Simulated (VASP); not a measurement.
A run of VASP 6.6.1 is set up as follows.

The input INCAR:

```
SYSTEM = MgO
ALGO     = Normal         ! electronic algorithm
EDIFF    = 1E-7           ! SCF threshold, eV
ENCUT    = 520            ! plane-wave cutoff, eV
GGA      = PE             ! functional
ISIF     = 2              ! what is computed and relaxed
ISMEAR   = 0              ! smearing method
LASPH    = .TRUE.         ! aspherical terms in the spheres
LCHARG   = .FALSE.        ! write CHGCAR
LREAL    = .FALSE.        ! projectors in reciprocal space
LWAVE    = .FALSE.        ! write WAVECAR
NBANDS   = 16             ! bands
NELM     = 80             ! most SCF steps
PREC     = Accurate       ! precision mode
SIGMA    = 0.05           ! smearing width, eV
```

Contents of KPOINTS:

```
k-points
0
G
  9 9 6
  0 0 0
```

POSCAR

```
MgO
1.0
    3.5589204441      0.0000000000      0.0000000000
   -1.7794602221      3.0821155146      0.0000000000
    0.0000000000      0.0000000000      4.2166089422
Mg O
2 2
Direct
    0.6666666667      0.3333333333      0.7500000000
    0.3333333333      0.6666666667      0.2500000000
    0.6666666667      0.3333333333      0.2500000000
    0.3333333333      0.6666666667      0.7500000000
```

Potentials or basis: VASP PAW PBE potentials, release 64 (Mg, O).

Command:

```sh
$ cat potpaw_PBE.64/Mg/POTCAR potpaw_PBE.64/O/POTCAR > POTCAR
$ mpirun -np 1 vasp_std > vasp.out
```

Problem. Predict the band gap on the k mesh.

Solution. 3.20 eV, direct.

Problem. Estimate the pressure.

Solution. -2.4 GPa.

Stress tensor (GPa, compression positive):
```
-3.04  0.00  0.00
 0.00 -3.04  0.00
 0.00  0.00 -1.00
```
